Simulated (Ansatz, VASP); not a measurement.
**Two plane-wave programs on Ca**

INCAR

```
PREC = Accurate
ENCUT = 520
EDIFF = 1E-7
ISMEAR = 0
SIGMA = 0.15
LREAL = False
LASPH = True
NELM = 80
ALGO = Fast
ISIF = 2
LWAVE = False
LCHARG = True
GGA = PS
LELF = True
LVHAR = True
NBANDS = 11
```

Contents of KPOINTS:

```
regular mesh
0
Gamma
  16 16 16
```

POSCAR

```
Ca
1.0
   -2.1504000000      2.1504000000      2.2400000000
    2.1504000000     -2.1504000000      2.2400000000
    2.1504000000      2.1504000000     -2.2400000000
Ca
1
Direct
    0.0000000000      0.0000000000      0.0000000000
```

Input for Ansatz:

```yaml
crystal:
  lattice:
    - [-2.1504, 2.1504, 2.24]
    - [2.1504, -2.1504, 2.24]
    - [2.1504, 2.1504, -2.24]
  atoms:
    - { symbol: Ca, position: [0.0, 0.0, 0.0] }
basis:
  ecutwfc: 420
kpoints:
  mp_grid: { grid: [16, 16, 16] }
hamiltonian:
  xc: pbesol
scf:
  occupations: { method: gaussian, width: 0.15 }
output:
  forces: true
  stress: true
  eigenvalues: true
```

Change from the starting cell: strain -0.040 along x and y, +0.000 along z, atoms carried along.

Alike in both runs: task single point; functional PBEsol; k mesh 16 × 16 × 16; occupations gaussian, width 0.15 eV; no spin polarisation.

|  | VASP | Ansatz |
| --- | --- | --- |
| version | VASP 6.6.1 | Ansatz 0.2.0 |
| potentials or method | VASP PAW PBE potentials, release 64 (Ca_sv), cutoff 520 eV | scalar-relativistic, plane waves, PAW |
| valence electrons in the cell | 10 | 10 |

```tsv
	VASP	Ansatz	Ansatz less VASP
gap on the k mesh at the Fermi level (eV)	none	none	-
pressure (GPa)	-0.4	-0.4	-0.01
traceless stress, the component that is largest in VASP (GPa)	0.07	0.07	+0.001
```

VASP's potentials were made for PBE, not for PBEsol. A gap of «none» marks a metal or a gap that the smearing closes. The functional is the same, so the differences come from potentials, cutoffs and numerics.
